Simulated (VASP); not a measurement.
Input of a VASP 6.6.1 run:

File INCAR:

```
SYSTEM = Zr
PREC = Accurate
ENCUT = 600
EDIFF = 1E-7
ISMEAR = -1
SIGMA = 0.08
LREAL = .FALSE.
LASPH = .TRUE.
NELM = 60
ALGO = Normal
ISIF = 3
LWAVE = .FALSE.
LCHARG = .FALSE.
GGA = PS
IBRION = 2
NSW = 60
EDIFFG = -0.005
PSTRESS = 2200.0
```

The input KPOINTS:

```
regular mesh
0
G
  9 9 13
  0 0 0
```

The input POSCAR:

```
Zr
1.0
    3.9473129160      0.0000000000      0.0000000000
   -1.9736564580      3.4184732620      0.0000000000
    0.0000000000      0.0000000000      2.4473340079
Zr
3
Direct
    0.0000000000      0.0000000000      0.0000000000
    0.3333333333      0.6666666667      0.5000000000
    0.6666666667      0.3333333333      0.5000000000
```

Potentials or basis: VASP PAW PBE potentials, release 64 (Zr_sv).

The run is started by

```console
$ cat potpaw_PBE.64/Zr_sv/POTCAR > POTCAR
$ mpirun -np 1 vasp_std > vasp.out
```

(1) What does it give for the relaxed volume?

(2) What does it give for the relaxed cell?

(3) Estimate the band gap on the k mesh.

(4) Estimate the space group after relaxing (to 0.1 Å).

## Answers

(1) 11.03 Å³/atom.

(2) a = 4.058 Å, b = 4.058 Å, c = 2.319 Å, α = 90.00°, β = 90.00°, γ = 120.00°.

(3) zero (bands 18 and 19 overlap by 2.91 eV).

(4) P6/mmm (No. 191).

Caveat: the cell is relaxed towards a set pressure, so the run minimises the enthalpy, not the energy; the PAW data sets were made with another functional, which shifts forces and pressure a little.
